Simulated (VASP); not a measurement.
**InAs: single point with RPBE**

The system is InAs.

```
CELL_PARAMETERS angstrom
0.00000 3.01800 3.01800
3.01800 0.00000 3.01800
3.01800 3.01800 0.00000
ATOMIC_POSITIONS crystal
In 0.00000 0.00000 0.00000
As 0.75000 0.75000 0.75000
```

- Program: VASP 6.6.1
- Task: single point
- Functional: RPBE
- Potentials or basis: VASP PAW PBE potentials, release 64 (In_d, As)
- Cutoff: 520 eV
- k mesh: 8 × 8 × 8
- Occupations: fermi-dirac, width 0.05 eV
- Spin: no spin polarisation

```yaml
Pressure: 6.1 GPa
Band_gap_on_the_k_mesh: zero (filled and empty bands touch)
```

Levels at points of the mesh, in eV from the Fermi level:
| k point | band 7 | band 8 | band 9 | band 10 | band 11 | band 12 |
| --- | --- | --- | --- | --- | --- | --- |
| (0.00, 0.00, 0.00) | -0.10 | -0.06 | -0.06 | -0.06 | 3.90 | 3.90 |
| (0.50, 0.00, 0.00) | -5.80 | -1.05 | -1.05 | 1.01 | 4.67 | 4.67 |
| (0.50, 0.50, 0.00) | -5.87 | -2.38 | -2.38 | 1.60 | 2.09 | 9.30 |

Wall time 10 s on 1 thread of Intel(R) Xeon(R) 6975P-C (Granite Rapids), on a shared host, peak memory 0.18 GiB.

Caveat: the PAW data sets were made with another functional, which shifts forces and pressure a little; spin-orbit coupling is left out, which moves the levels of the heavy elements.
